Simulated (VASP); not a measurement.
Ta, 1 atom in the cell. The structure is tetragonal, space group I4/mmm (No. 139). The conventional cell has a = 3.203 Å, b = 3.203 Å, c = 3.303 Å, α = 90.00°, β = 90.00°, γ = 90.00°. Within 3.7 Å of Ta (site symmetry 4/mmm) lie 14 Ta at 2.80 to 3.30 Å.  This cell differs from its parent crystal: strain -0.030 along x and y, +0.000 along z.

- Program: VASP 6.6.1
- Task: single point
- Functional: r2SCAN
- Potentials or basis: VASP PAW PBE potentials, release 64 (Ta_pv)
- Cutoff: 520 eV
- k mesh: 20 × 20 × 20
- Occupations: gaussian, width 0.15 eV
- Spin: no spin polarisation
- Dipole correction: no
- Further INCAR settings: ALGO = Normal; EDIFF = 1e-06; NBANDS = 12

Potentials or basis: VASP PAW PBE potentials, release 64 (Ta_pv).

Command:

```console
$ cat potpaw_PBE.64/Ta_pv/POTCAR > POTCAR
$ cp INCAR.step1 INCAR
$ mpirun -np 1 vasp_std > vasp.out
$ cp INCAR.step2 INCAR
$ mpirun -np 1 vasp_std > vasp.out
```

Hardware: 1 thread of Intel(R) Xeon(R) 6975P-C (Granite Rapids), with other jobs on the host.

**Question.** Estimate the wall time of this run.

**Answer.** It took 2.2 min on 1 thread of Intel(R) Xeon(R) 6975P-C (Granite Rapids), on a shared host, peak memory 0.24 GiB. Counts: k points 641.
